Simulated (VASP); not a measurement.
# InP (gw) (F-43m) in VASP: single point with LDA

Aim: the single point of InP (gw) with LDA.

Program: VASP 6.6.1. These are calculated values, not measurements. Logs are shortened: lines on timing, memory, paths and dates and some standing lists are left out, and cuts for length are marked.

## 1. The cell of the first run

Symmetry: F-43m, No. 216, cubic system. The conventional cell has a = 5.827 Å, b = 5.827 Å, c = 5.827 Å, α = 90.00°, β = 90.00°, γ = 90.00°. Within 3.3 Å of In (site symmetry -43m) lie 4 P at 2.52 Å. Within 3.3 Å of P (site symmetry -43m) lie 4 In at 2.52 Å.

## 2. Single point, LDA

INCAR reads:

```
PREC = Accurate ; ENCUT = 500
EDIFF = 1E-6 ; ISMEAR = 0
SIGMA = 0.01 ; LREAL = False
LASPH = True ; NELM = 120
ALGO = Normal ; ISIF = 2
LWAVE = False ; LCHARG = True
GGA = CA ; LELF = True
LVHAR = True ; NBANDS = 16
GGA_COMPAT = False
```

KPOINTS reads:

```
regular mesh
0
Gamma
  4 4 4
```

POSCAR reads:

```
InP
1.0
    0.0000000000      2.9134982467      2.9134982467
    2.9134982467      0.0000000000      2.9134982467
    2.9134982467      2.9134982467      0.0000000000
In P
1 1
Direct
    0.0000000000      0.0000000000      0.0000000000
    0.7500000000      0.7500000000      0.7500000000
```

Potentials or basis: VASP PAW LDA potentials, release 64 (In_d, P).

On the command line:

```sh
$ cat potpaw_LDA.64/In_d/POTCAR potpaw_LDA.64/P/POTCAR > POTCAR
$ mpirun -np 1 vasp_std > vasp.out
```

OUTCAR:

```text
PREC = Accurate
   ENCUT = 500
   EDIFF = 1E-6
   ISMEAR = 0
   LREAL = False
   LASPH = True
   NELM = 120
   ISIF = 2
   GGA = CA

 ion  position               nearest neighbor table
   1  0.000  0.000  0.000-   2 2.52   2 2.52   2 2.52   2 2.52
   2  0.750  0.750  0.750-   1 2.52   1 2.52   1 2.52   1 2.52

  LATTYP: Found a face centered cubic cell.
 ALAT       =     5.8269964934

  Lattice vectors:

 A1 = (   0.0000000000,   2.9134982467,   2.9134982467)
 A2 = (   2.9134982467,   0.0000000000,   2.9134982467)
 A3 = (   2.9134982467,   2.9134982467,   0.0000000000)

Analysis of symmetry for initial positions (statically):
=====================================================================
 Subroutine PRICEL returns:
 Original cell was already a primitive cell.

 Routine SETGRP: Setting up the symmetry group for a
 face centered cubic supercell.

 Subroutine GETGRP returns: Found 24 space group operations
 (whereof 24 operations were pure point group operations)
 out of a pool of 48 trial point group operations.

The static configuration has the point symmetry T_d .

Analysis of symmetry for dynamics (positions and initial velocities):
=====================================================================
 Subroutine PRICEL returns:
 Original cell was already a primitive cell.

 Routine SETGRP: Setting up the symmetry group for a
 face centered cubic supercell.

 Subroutine GETGRP returns: Found 24 space group operations
 (whereof 24 operations were pure point group operations)
 out of a pool of 48 trial point group operations.

The dynamic configuration has the point symmetry T_d .

 Subroutine INISYM returns: Found 24 space group operations
 (whereof 24 operations are pure point group operations),
 and found     1 'primitive' translations

----------------------------------------------------------------------------------------

                                     Primitive cell

  volume of cell :      49.4623

  direct lattice vectors                    reciprocal lattice vectors
     0.000000000  2.913498247  2.913498247    -0.171614999  0.171614999  0.171614999
     2.913498247  0.000000000  2.913498247     0.171614999 -0.171614999  0.171614999
     2.913498247  2.913498247  0.000000000     0.171614999  0.171614999 -0.171614999

  length of vectors
     4.120308734  4.120308734  4.120308734     0.297245898  0.297245898  0.297245898

  position of ions in fractional coordinates (direct lattice)
     0.000000000  0.000000000  0.000000000
     0.750000000  0.750000000  0.750000000

  ion indices of the primitive-cell ions
   primitive index   ion index
                 1           1
                 2           2

----------------------------------------------------------------------------------------

 KPOINTS: regular mesh

Automatic generation of k-mesh.
 Grid dimensions read from file:
 generate k-points for:    4    4    4

 Generating k-lattice:

  Cartesian coordinates                     Fractional coordinates (reciprocal lattice)
    -0.042903750  0.042903750  0.042903750     0.250000000  0.000000000  0.000000000
     0.042903750 -0.042903750  0.042903750     0.000000000  0.250000000  0.000000000
     0.042903750  0.042903750 -0.042903750     0.000000000  0.000000000  0.250000000

  Length of vectors
     0.074311475  0.074311475  0.074311475

  Shift w.r.t. Gamma in fractional coordinates (k-lattice)
     0.000000000  0.000000000  0.000000000

 Subroutine IBZKPT returns following result:
 ===========================================

 Found      8 irreducible k-points:

 Following reciprocal coordinates:
            Coordinates               Weight
  0.000000  0.000000  0.000000      1.000000
  0.250000  0.000000  0.000000      8.000000
  0.500000  0.000000  0.000000      4.000000
  0.250000  0.250000  0.000000      6.000000
  0.500000  0.250000  0.000000     24.000000
 -0.250000  0.250000  0.000000     12.000000
  0.500000  0.500000  0.000000      3.000000
 -0.250000  0.500000  0.250000      6.000000
   k-points           NKPTS =      8   k-points in BZ     NKDIM =      8   number of bands    NBANDS=     16
   number of dos      NEDOS =    301   number of ions     NIONS =      2
   total plane-waves  NPLWV =  27000
   dimension x,y,z NGX =    30 NGY =   30 NGZ =   30
   dimension x,y,z NGXF=    60 NGYF=   60 NGZF=   60
   ions per type =               1   1
   NGX,Y,Z   is equivalent  to a cutoff of  12.10, 12.10, 12.10 a.u.
   NGXF,Y,Z  is equivalent  to a cutoff of  24.21, 24.21, 24.21 a.u.
 SYSTEM =  unknown system
   PREC   = accura    normal or accurate (medium, high low for compatibility)
   ISTART =      0    job   : 0-new  1-cont  2-samecut
   ICHARG =      2    charge: 1-file 2-atom 10-const
   ISPIN  =      1    spin polarized calculation?
   LNONCOLLINEAR =      F non collinear calculations
   LSORBIT =      F    spin-orbit coupling
   LASPH  =      T    aspherical Exc in radial PAW
   ENCUT  =  500.0 eV  36.75 Ry    6.06 a.u.   7.51  7.51  7.51*2*pi/ulx,y,z
   NELM   =    120;   NELMIN=  2; NELMDL= -5     # of ELM steps
   EDIFF  = 0.1E-05   stopping-criterion for ELM
   LREAL  =      F    real-space projection
   EDIFFG = 0.1E-04   stopping-criterion for IOM
   NSW    =      0    number of steps for IOM
   IBRION =     -1    ionic relax: 0-MD 1-quasi-New 2-CG
   NFREE  =      0    steps in history (QN), initial steepest desc. (CG)
   ISIF   =      2    stress and relaxation
   ISYM   =      2    0-nonsym 1-usesym 2-fastsym
   POTIM  = 0.5000    time-step for ionic-motion
   TEBEG  =    0.0;   TEEND  =   0.0 temperature during run
   PSTRESS=    0.0 pullay stress
   NELECT =      18.0000    total number of electrons
   NUPDOWN=      -1.0000    fix difference up-down
   EMIN   =  10.00;   EMAX   =-10.00  energy-range for DOS
   EFERMI =   0.00;   METHOD = LEGACY
   ISMEAR =     0;   SIGMA  =   0.01  broadening in eV -4-tet -1-fermi 0-gaus
   EFERMI_NEDOS =   21; number of points for ismear=-14 and -15
   IALGO  =     38    algorithm
   IMIX   =      4    mixing-type and parameters
     AMIX     =   0.40;   BMIX     =  1.00
     AMIX_MAG =   1.60;   BMIX_MAG =  1.00
  volume/ion in A,a.u.               =      24.73       166.89
  Fermi-wavevector in a.u.,A,eV,Ry     =   1.168802  2.208715 18.586890  1.366098
  Thomas-Fermi vector in A             =   2.305284
   LORBIT       =      0    0 simple, 1 ext, 2 COOP (PROOUT), +10 PAW based schemes
   GGA     = CA    functional components
   LHFCALC =     F    Hartree Fock is set to
   AEXX    =    0.0000 exact exchange contribution
   IVDW    =     0    specifies the selected vdW correction
   LEPSILON=     F    determine dielectric tensor
   LRPA    =     F    only Hartree local field effects (RPA)
 non-spin polarized calculation
 Gauss-broadening in eV      SIGMA  =   0.01
  energy-cutoff  :      500.00
  volume of cell :       49.46
 maximum number of plane-waves:      1283
   NGX = 15   NGY = 15   NGZ = 15

 number of electron      18.0000011 magnetization

 Free energy of the ion-electron system (eV)
  ---------------------------------------------------
  ext. energy  EPLUGINS =         0.00000000
  ---------------------------------------------------
  free energy    TOTEN  =        -9.55102026 eV

  energy without entropy =       -9.55102026  energy(sigma->0) =       -9.55102026

 E-fermi :   5.3701     XC(G=0):  -9.6749

 val. band max:        5.2513386500   @ k =   0.0000   0.0000   0.0000
 cond. band min:       5.8360034093   @ k =   0.0000   0.0000   0.0000
 fundamental gap:      0.5846647593
 Fermi energy:         5.3701285425

 k-point     1 :       0.0000    0.0000    0.0000
  band No.  band energies     occupation
      1      -9.0251      2.00000
      2      -9.0251      2.00000
      3      -9.0251      2.00000
      4      -8.8637      2.00000
      5      -8.8637      2.00000
      6      -6.4242      2.00000
[... 8 lines left out ...]
     15      14.7039      0.00000
     16      14.7039      0.00000

 k-point     2 :       0.2500    0.0000    0.0000
  band No.  band energies     occupation
      1      -9.0902      2.00000
      2      -9.0002      2.00000
      3      -9.0002      2.00000
      4      -8.8610      2.00000
      5      -8.8610      2.00000
      6      -5.7207      2.00000
[... 8 lines left out ...]
     15      13.7623      0.00000
     16      14.1385      0.00000

 k-point     3 :       0.5000    0.0000    0.0000
  band No.  band energies     occupation
      1      -9.1494      2.00000
      2      -8.9838      2.00000
      3      -8.9838      2.00000
      4      -8.8491      2.00000
      5      -8.8491      2.00000
      6      -4.6069      2.00000
[... 8 lines left out ...]
     15      15.8713      0.00000
     16      15.8713      0.00000

 k-point     4 :       0.2500    0.2500    0.0000
  band No.  band energies     occupation
      1      -9.1319      2.00000
      2      -8.9705      2.00000
      3      -8.9705      2.00000
      4      -8.8896      2.00000
      5      -8.8448      2.00000
      6      -5.4904      2.00000
[... 8 lines left out ...]
     15      15.2378      0.00000
     16      17.2197      0.00000

 k-point     5 :       0.5000    0.2500    0.0000
  band No.  band energies     occupation
      1      -9.1726      2.00000
      2      -8.9595      2.00000
      3      -8.9455      2.00000
      4      -8.8862      2.00000
      5      -8.8409      2.00000
      6      -4.3385      2.00000
[... 8 lines left out ...]
     15      16.0101      0.00000
     16      17.2000      0.00000

 k-point     6 :      -0.2500    0.2500    0.0000
  band No.  band energies     occupation
      1      -9.1425      2.00000
      2      -8.9769      2.00000
      3      -8.9677      2.00000
      4      -8.8654      2.00000
      5      -8.8586      2.00000
      6      -4.7552      2.00000
[... 8 lines left out ...]
     15      15.5158      0.00000
     16      17.0665      0.00000

 k-point     7 :       0.5000    0.5000    0.0000
  band No.  band energies     occupation
      1      -9.2180      2.00000
      2      -8.9206      2.00000
      3      -8.9129      2.00000
      4      -8.9129      2.00000
      5      -8.8258      2.00000
      6      -3.9111      2.00000
[... 8 lines left out ...]
     15      16.0224      0.00000
     16      17.0321      0.00000

 k-point     8 :      -0.2500    0.5000    0.2500
  band No.  band energies     occupation
      1      -9.1816      2.00000
      2      -8.9618      2.00000
      3      -8.9226      2.00000
      4      -8.8865      2.00000
      5      -8.8477      2.00000
      6      -3.8209      2.00000
[... 8 lines left out ...]
     15      16.5637      0.00000
     16      17.1638      0.00000

------------------------ aborting loop because EDIFF is reached ----------------------------------------

  FORCE on cell =-STRESS in cart. coord.  units (eV):
  Direction    XX          YY          ZZ          XY          YZ          ZX
  --------------------------------------------------------------------------------------
  -------------------------------------------------------------------------------------
  Total        0.0624645      0.0624645      0.0624645      0.0000000      0.0000000     -0.0000000
  in kB        2.0233438      2.0233438      2.0233438      0.0000000      0.0000000     -0.0000000
  external PRESSURE =       2.0233438 kB  Pullay stress =       0.0000000 kB

 VOLUME and BASIS-vectors are now :
 -----------------------------------------------------------------------------
  energy-cutoff  :      500.00
  volume of cell :       49.46
      direct lattice vectors                 reciprocal lattice vectors
     0.000000000  2.913498247  2.913498247    -0.171614999  0.171614999  0.171614999
     2.913498247  0.000000000  2.913498247     0.171614999 -0.171614999  0.171614999
     2.913498247  2.913498247  0.000000000     0.171614999  0.171614999 -0.171614999

 POSITION                                       TOTAL-FORCE (eV/Angst)
 -----------------------------------------------------------------------------------
      0.00000      0.00000      0.00000         0.000000      0.000000      0.000000
      4.37025      4.37025      4.37025        -0.000000     -0.000000     -0.000000
 -----------------------------------------------------------------------------------
    total drift:                                0.000000      0.000000      0.000000

  FREE ENERGIE OF THE ION-ELECTRON SYSTEM (eV)
  ---------------------------------------------------
  free  energy   TOTEN  =        -9.5510202579 eV

  energy  without entropy=       -9.5510202579  energy(sigma->0) =       -9.55102026
```

Wall time 14 s (1 thread of Intel Xeon 8259CL, shared host); peak memory 0.14 GiB.

Results:

- Free energy: -9.5510 eV
- Pressure: 0.2 GPa
- Band gap on the k mesh: 0.58 eV, direct

Caveat: the k points lie up to 0.47 Å⁻¹ apart; spin-orbit coupling is left out, which moves the levels of the heavy elements. As with any semilocal functional, this LDA gap is likely too small.
